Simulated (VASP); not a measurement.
Set up this calculation in VASP 6.6.1, as the native input.

* Task: single point
* Functional: PBE
* Dispersion: D4
* Potentials or basis: VASP PAW PBE potentials, release 64 (B, N)
* Cutoff: 600 eV
* k mesh: 9 × 9 × 4
* Occupations: gaussian, width 0.1 eV
* Spin: no spin polarisation
* Dipole correction: no
* Further INCAR settings: ALGO = Normal; EDIFF = 1e-06; NBANDS = 16

The structure of BN (d4) lies in POSCAR:

```
BN
1.0
    2.4982400000      0.0000000000      0.0000000000
   -1.2491200000      2.1635393048      0.0000000000
    0.0000000000      0.0000000000      6.6357000000
B N
2 2
Direct
    0.3333333333      0.6666666667      0.2500000000
    0.6666666667      0.3333333333      0.7500000000
    0.3333333333      0.6666666667      0.7500000000
    0.6666666667      0.3333333333      0.2500000000
```

The input as run:

INCAR

```
  PREC = Accurate
  ENCUT = 600
  EDIFF = 1E-6
  ISMEAR = 0
  SIGMA = 0.1
  LREAL = False
  LASPH = True
  NELM = 120
  ALGO = Normal
  ISIF = 2
  LWAVE = False
  LCHARG = False
  GGA = PE
  IVDW = 13
  NBANDS = 16
  GGA_COMPAT = False
```

KPOINTS

```
Automatic mesh
0
Gamma
  9 9 4
```

Potentials or basis: VASP PAW PBE potentials, release 64 (B, N).

Command:

```bash
$ cat potpaw_PBE.64/B/POTCAR potpaw_PBE.64/N/POTCAR > POTCAR
$ mpirun -np 1 vasp_std > vasp.out
```

It gave:

```json
{
 "Pressure": "2.3 GPa",
 "Band gap on the k mesh": "4.41 eV, indirect (least direct gap 4.66 eV)",
 "Dispersion energy per atom": "-0.161 eV"
}
```

It took 22 s on 1 thread of Intel Xeon 6975P-C, with other jobs on the host, peak memory 0.16 GiB.
